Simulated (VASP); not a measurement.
**SnO (Romarchite): single point with BLYP**

The system is SnO (Romarchite).

```xyz
4
Lattice="3.7986 0.0000 0.0000 0.0000 3.7986 0.0000 0.0000 0.0000 4.8408" Properties=species:S:1:pos:R:3 pbc="T T T"
Sn    1.8993    0.0000    1.1468
Sn    0.0000    1.8993    3.6940
O     0.0000    0.0000    0.0000
O     1.8993    1.8993    0.0000
```

- Program: VASP 6.6.1
- Task: single point
- Functional: BLYP
- Potentials or basis: VASP PAW PBE potentials, release 64 (Sn_d, O)
- Cutoff: 520 eV
- k mesh: 6 × 6 × 4
- Occupations: fermi-dirac, width 0.05 eV
- Spin: no spin polarisation

```yaml
Pressure: 9.8 GPa
Largest_force: 0.780 eV/Å
Band_gap_on_the_k_mesh: 0.27 eV, indirect (least direct gap 2.21 eV)
```

Forces in eV/Å, atoms in the order of the input:
```
Sn   0.000  0.000  0.780
Sn   0.000  0.000 -0.780
O    0.000  0.000  0.000
O    0.000  0.000  0.000
```

Stress tensor (GPa, compression positive):
```
10.45  0.00  0.00
 0.00 10.45  0.00
 0.00  0.00  8.56
```

Levels at points of the mesh, in eV from the valence-band top:
```tsv
k point	band 16	band 17	band 18	band 19	band 20	band 21	band 22	band 23	band 24	band 25
(0.00, 0.00, 0.00)	-6.26	-3.49	-3.20	-3.20	0.00	2.24	4.43	4.75	4.75	5.75
(0.50, 0.00, 0.00)	-5.00	-4.84	-4.84	-2.68	-2.68	3.27	3.27	5.93	5.93	6.08
(0.50, 0.50, 0.00)	-5.15	-2.54	-2.54	-1.94	-1.94	0.27	0.27	4.72	4.72	7.27
(0.00, 0.00, 0.50)	-3.55	-3.22	-3.22	-3.13	-2.21	1.81	3.04	3.04	3.80	8.14
(0.50, 0.00, 0.50)	-5.43	-4.81	-4.81	-1.76	-1.76	2.70	2.70	5.48	5.48	6.70
(0.50, 0.50, 0.50)	-5.58	-2.68	-2.68	-2.54	-2.54	2.50	2.50	4.14	4.14	5.76
```

Run time: 2 min on 1 thread of Intel Xeon 8259CL, on a shared host, peak memory 0.2 GiB.

Caveat: the PAW data sets were made with another functional, which shifts forces and pressure a little; spin-orbit coupling is left out, which moves the levels of the heavy elements. A k mesh can miss the band edges.
